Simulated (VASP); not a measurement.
# MgS (P6_3mc) in VASP: single point with PBE

Aim: the single point of MgS with PBE.

All numbers are computed with VASP 6.6.1; they aren't measurements. Logs are shortened: lines on timing, memory, paths and dates and some standing lists are left out, and cuts for length are marked.

### 1 The cell of the first run

It takes space group P6_3mc (No. 186, hexagonal). The conventional cell has a = 4.035 Å, b = 4.035 Å, c = 6.432 Å, α = 90.00°, β = 90.00°, γ = 120.00°. Mg (site symmetry 3m) has 4 S at 2.45 to 2.47 Å within 3.2 Å. S (site symmetry 3m) has 4 Mg at 2.45 to 2.47 Å within 3.2 Å.

### 2 Single point, PBE

INCAR reads:

```
ALGO = Normal
EDIFF = 1E-6
ENCUT = 520
GGA = PE
ISIF = 2
ISMEAR = 0
ISYM = 0
LASPH = True
LCHARG = False
LREAL = Auto
LWAVE = False
NBANDS = 46
NELM = 60
PREC = Accurate
SIGMA = 0.1
```

KPOINTS reads:

```
Automatic mesh
0
Gamma
  2 2 2
  0.5 0.5 0.5
```

POSCAR reads:

```
MgS
1.0
   -2.0173112034      3.4940854990     -6.4322941800
   -2.0173112034      3.4940854990      6.4322941800
    8.0692448136      0.0000000000      0.0000000000
Mg S
8 8
Direct
    0.9187892417      0.4145440917      0.3333333333
    0.4187892417      0.9145440917      0.3333333333
    0.9187892417      0.4145440917      0.8333333333
    0.4187892417      0.9145440917      0.8333333333
    0.8354559083      0.8312107583      0.1666666667
    0.3354559083      0.3312107583      0.1666666667
    0.8354559083      0.8312107583      0.6666666667
    0.3354559083      0.3312107583      0.6666666667
    0.1437112583      0.5229554083      0.1666666667
    0.6437112583      0.0229554083      0.1666666667
    0.1437112583      0.5229554083      0.6666666667
    0.6437112583      0.0229554083      0.6666666667
    0.7270445917      0.6062887417      0.3333333333
    0.2270445917      0.1062887417      0.3333333333
    0.7270445917      0.6062887417      0.8333333333
    0.2270445917      0.1062887417      0.8333333333
```

Potentials or basis: VASP PAW PBE potentials, release 64 (Mg, S).

Command:

```sh
cat potpaw_PBE.64/Mg/POTCAR potpaw_PBE.64/S/POTCAR > POTCAR
mpirun -np 1 vasp_std > vasp.out
```

OUTCAR:

```text
EDIFF = 1E-6
   ENCUT = 520
   GGA = PE
   ISIF = 2
   ISMEAR = 0
   ISYM = 0
   LASPH = True
   LREAL = Auto
   NELM = 60
   PREC = Accurate

 ion  position               nearest neighbor table
   1  0.919  0.415  0.333-   9 2.45  11 2.45  10 2.45  13 2.47
   2  0.419  0.915  0.333-  10 2.45  12 2.45   9 2.45  14 2.47
   3  0.919  0.415  0.833-  11 2.45   9 2.45  12 2.45  15 2.47
   4  0.419  0.915  0.833-  12 2.45  10 2.45  11 2.45  16 2.47
   5  0.835  0.831  0.167-  13 2.45  15 2.45  14 2.45  10 2.47
   6  0.335  0.331  0.167-  14 2.45  16 2.45  13 2.45   9 2.47
[... 8 lines left out ...]
  15  0.727  0.606  0.833-   7 2.45   5 2.45   8 2.45   3 2.47
  16  0.227  0.106  0.833-   8 2.45   6 2.45   7 2.45   4 2.47

IMPORTANT INFORMATION: All symmetrisations will be switched off!
NOSYMM: (Re-)initialisation of all symmetry stuff for point group C_1.

----------------------------------------------------------------------------------------

                                     Primitive cell

  volume of cell :     362.7123

  direct lattice vectors                    reciprocal lattice vectors
    -2.017311203  3.494085499 -6.432294180     0.000000000  0.143098960 -0.077732763
    -2.017311203  3.494085499  6.432294180     0.000000000  0.143098960  0.077732763
     8.069244814  0.000000000  0.000000000     0.123927334  0.071549480  0.000000000

  length of vectors
     7.592930026  7.592930026  8.069244814     0.162848687  0.162848687  0.143098960

  position of ions in fractional coordinates (direct lattice)
     0.918789242  0.414544092  0.333333333
     0.418789242  0.914544092  0.333333333
     0.918789242  0.414544092  0.833333333
     0.418789242  0.914544092  0.833333333
     0.835455908  0.831210758  0.166666667
     0.335455908  0.331210758  0.166666667
[... 8 lines left out ...]
     0.727044592  0.606288742  0.833333333
     0.227044592  0.106288742  0.833333333

  ion indices of the primitive-cell ions
   primitive index   ion index
                 1           1
                 2           2
                 3           3
                 4           4
                 5           5
                 6           6
[... 8 lines left out ...]
                15          15
                16          16

----------------------------------------------------------------------------------------

 KPOINTS: Automatic mesh

Automatic generation of k-mesh.
 Grid dimensions read from file:
 generate k-points for:    2    2    2

 Generating k-lattice:

  Cartesian coordinates                     Fractional coordinates (reciprocal lattice)
     0.000000000  0.071549480 -0.038866382     0.500000000  0.000000000  0.000000000
     0.000000000  0.071549480  0.038866382     0.000000000  0.500000000  0.000000000
     0.061963667  0.035774740  0.000000000     0.000000000  0.000000000  0.500000000

  Length of vectors
     0.081424343  0.081424343  0.071549480

  Shift w.r.t. Gamma in fractional coordinates (k-lattice)
     0.500000000  0.500000000  0.500000000

 Subroutine IBZKPT returns following result:
 ===========================================

 Found      4 irreducible k-points:

 Following reciprocal coordinates:
            Coordinates               Weight
  0.250000  0.250000  0.250000      2.000000
 -0.250000  0.250000  0.250000      2.000000
 -0.250000  0.250000 -0.250000      2.000000
 -0.250000 -0.250000  0.250000      2.000000
   k-points           NKPTS =      4   k-points in BZ     NKDIM =      4   number of bands    NBANDS=     46
   number of dos      NEDOS =    301   number of ions     NIONS =     16
   total plane-waves  NPLWV = 188160
   dimension x,y,z NGX =    56 NGY =   56 NGZ =   60
   dimension x,y,z NGXF=   112 NGYF=  112 NGZF=  120
   ions per type =               8   8
   NGX,Y,Z   is equivalent  to a cutoff of  12.26, 12.26, 12.36 a.u.
   NGXF,Y,Z  is equivalent  to a cutoff of  24.52, 24.52, 24.72 a.u.
 SYSTEM =  unknown system
   PREC   = accura    normal or accurate (medium, high low for compatibility)
   ISTART =      0    job   : 0-new  1-cont  2-samecut
   ICHARG =      2    charge: 1-file 2-atom 10-const
   ISPIN  =      1    spin polarized calculation?
   LNONCOLLINEAR =      F non collinear calculations
   LSORBIT =      F    spin-orbit coupling
   LASPH  =      T    aspherical Exc in radial PAW
   ENCUT  =  520.0 eV  38.22 Ry    6.18 a.u.  14.12 14.12 15.00*2*pi/ulx,y,z
   NELM   =     60;   NELMIN=  2; NELMDL= -5     # of ELM steps
   EDIFF  = 0.1E-05   stopping-criterion for ELM
   LREAL  =      T    real-space projection
   EDIFFG = 0.1E-04   stopping-criterion for IOM
   NSW    =      0    number of steps for IOM
   IBRION =     -1    ionic relax: 0-MD 1-quasi-New 2-CG
   NFREE  =      0    steps in history (QN), initial steepest desc. (CG)
   ISIF   =      2    stress and relaxation
   ISYM   =      0    0-nonsym 1-usesym 2-fastsym
   POTIM  = 0.5000    time-step for ionic-motion
   TEBEG  =    0.0;   TEEND  =   0.0 temperature during run
   PSTRESS=    0.0 pullay stress
   NELECT =      64.0000    total number of electrons
   NUPDOWN=      -1.0000    fix difference up-down
   EMIN   =  10.00;   EMAX   =-10.00  energy-range for DOS
   EFERMI =   0.00;   METHOD = LEGACY
   ISMEAR =     0;   SIGMA  =   0.10  broadening in eV -4-tet -1-fermi 0-gaus
   EFERMI_NEDOS =   21; number of points for ismear=-14 and -15
   IALGO  =     38    algorithm
   IMIX   =      4    mixing-type and parameters
     AMIX     =   0.40;   BMIX     =  1.00
     AMIX_MAG =   1.60;   BMIX_MAG =  1.00
  volume/ion in A,a.u.               =      22.67       152.98
  Fermi-wavevector in a.u.,A,eV,Ry     =   0.918221  1.735187 11.471486  0.843130
  Thomas-Fermi vector in A             =   2.043279
   LORBIT       =      0    0 simple, 1 ext, 2 COOP (PROOUT), +10 PAW based schemes
   GGA     = PE    functional components
   LHFCALC =     F    Hartree Fock is set to
   AEXX    =    0.0000 exact exchange contribution
   IVDW    =     0    specifies the selected vdW correction
   LEPSILON=     F    determine dielectric tensor
   LRPA    =     F    only Hartree local field effects (RPA)
 non-spin polarized calculation
 Gauss-broadening in eV      SIGMA  =   0.10
  energy-cutoff  :      520.00
  volume of cell :      362.71
 maximum number of plane-waves:      9793
   NGX = 29   NGY = 29   NGZ = 29

 number of electron      63.9999999 magnetization

 Free energy of the ion-electron system (eV)
  ---------------------------------------------------
  ext. energy  EPLUGINS =         0.00000000
  ---------------------------------------------------
  free energy    TOTEN  =       -67.93009910 eV

  energy without entropy =      -67.93009910  energy(sigma->0) =      -67.93009910

 E-fermi :   1.5060     XC(G=0):  -8.3839

 val. band max:        0.9973111801   @ k =  -0.2500  -0.2500   0.2500
 cond. band min:       5.7502701457   @ k =  -0.2500   0.2500   0.2500
 fundamental gap:      4.7529589656
 Fermi energy:         1.5060329476

 k-point     1 :       0.2500    0.2500    0.2500
  band No.  band energies     occupation
      1      -9.7699      2.00000
      2      -9.7699      2.00000
      3      -9.7132      2.00000
      4      -9.7131      2.00000
      5      -9.3773      2.00000
      6      -9.3772      2.00000
[... 36 lines left out ...]
     43       7.7347      0.00000
     44       7.7347      0.00000

 k-point     2 :      -0.2500    0.2500    0.2500
  band No.  band energies     occupation
      1     -10.0505      2.00000
      2      -9.6334      2.00000
      3      -9.5649      2.00000
      4      -9.5195      2.00000
      5      -9.5194      2.00000
      6      -9.3639      2.00000
[... 36 lines left out ...]
     43       7.8272      0.00000
     44       8.0622      0.00000

 k-point     3 :      -0.2500    0.2500   -0.2500
  band No.  band energies     occupation
      1     -10.0505      2.00000
      2      -9.6334      2.00000
      3      -9.5649      2.00000
      4      -9.5195      2.00000
      5      -9.5194      2.00000
      6      -9.3639      2.00000
[... 36 lines left out ...]
     43       7.8272      0.00000
     44       8.0622      0.00000

 k-point     4 :      -0.2500   -0.2500    0.2500
  band No.  band energies     occupation
      1      -9.9997      2.00000
      2      -9.5512      2.00000
      3      -9.5512      2.00000
      4      -9.5512      2.00000
      5      -9.5512      2.00000
      6      -9.4356      2.00000
[... 36 lines left out ...]
     43       8.0457      0.00000
     44       8.0457      0.00000
 [bands above 44 left out]

------------------------ aborting loop because EDIFF is reached ----------------------------------------

  FORCE on cell =-STRESS in cart. coord.  units (eV):
  Direction    XX          YY          ZZ          XY          YZ          ZX
  --------------------------------------------------------------------------------------
  -------------------------------------------------------------------------------------
  Total        2.1061557      2.3363076      1.7731278     -0.1959547      0.0000009     -0.0000014
  in kB        9.3033370     10.3199665      7.8322819     -0.8655733      0.0000041     -0.0000063
  external PRESSURE =       9.1518618 kB  Pullay stress =       0.0000000 kB

 VOLUME and BASIS-vectors are now :
 -----------------------------------------------------------------------------
  energy-cutoff  :      520.00
  volume of cell :      362.71
      direct lattice vectors                 reciprocal lattice vectors
    -2.017311203  3.494085499 -6.432294180     0.000000000  0.143098960 -0.077732763
    -2.017311203  3.494085499  6.432294180     0.000000000  0.143098960  0.077732763
     8.069244814  0.000000000  0.000000000     0.123927334  0.071549480  0.000000000

 POSITION                                       TOTAL-FORCE (eV/Angst)
 -----------------------------------------------------------------------------------
     -0.00000      4.65878     -3.24345        -0.002676     -0.001542      0.046913
     -0.00000      4.65878      3.18884        -0.002673     -0.001543      0.046909
      4.03462      4.65878     -3.24345        -0.002685     -0.001536      0.046922
      4.03462      4.65878      3.18884        -0.002684     -0.001547      0.046917
     -2.01731      5.82348     -0.02731         0.002689      0.001545      0.046921
      0.00000      2.32939     -0.02731         0.002677      0.001551      0.046917
[... 8 lines left out ...]
      4.03462      4.65878     -0.77674        -0.010264     -0.004555     -0.046916
      6.05193      1.16470     -0.77674        -0.010233     -0.004567     -0.046892
 -----------------------------------------------------------------------------------
    total drift:                               -0.000014     -0.000017      0.006903

  FREE ENERGIE OF THE ION-ELECTRON SYSTEM (eV)
  ---------------------------------------------------
  free  energy   TOTEN  =       -67.9300990998 eV

  energy  without entropy=      -67.9300990998  energy(sigma->0) =      -67.93009910
```

Wall time 62 s (1 thread of AMD EPYC 9R45 (Zen 5), shared host); peak memory 0.39 GiB.

Results:

- Free energy: -67.9301 eV
- Pressure: 0.9 GPa
- Largest force: 0.048 eV/Å
- Band gap on the k mesh: 4.75 eV

Forces on the atoms (eV/Å):
```
Mg  -0.003 -0.002  0.047
Mg  -0.003 -0.002  0.047
Mg  -0.003 -0.002  0.047
Mg  -0.003 -0.002  0.047
Mg   0.003  0.002  0.047
Mg   0.003  0.002  0.047
Mg   0.003  0.002  0.047
Mg   0.003  0.002  0.047
S    0.010  0.005 -0.047
S    0.010  0.005 -0.047
S    0.010  0.005 -0.047
S    0.010  0.005 -0.047
S   -0.010 -0.005 -0.047
S   -0.010 -0.005 -0.047
S   -0.010 -0.005 -0.047
S   -0.010 -0.005 -0.047
```

Levels at points of the mesh, in eV from the valence-band top:
| k point | band 28 | band 29 | band 30 | band 31 | band 32 | band 33 | band 34 | band 35 | band 36 | band 37 |
| --- | --- | --- | --- | --- | --- | --- | --- | --- | --- | --- |
| (0.25, 0.25, 0.25) | -0.39 | -0.35 | -0.35 | -0.29 | -0.29 | 5.76 | 5.76 | 5.77 | 5.77 | 5.91 |
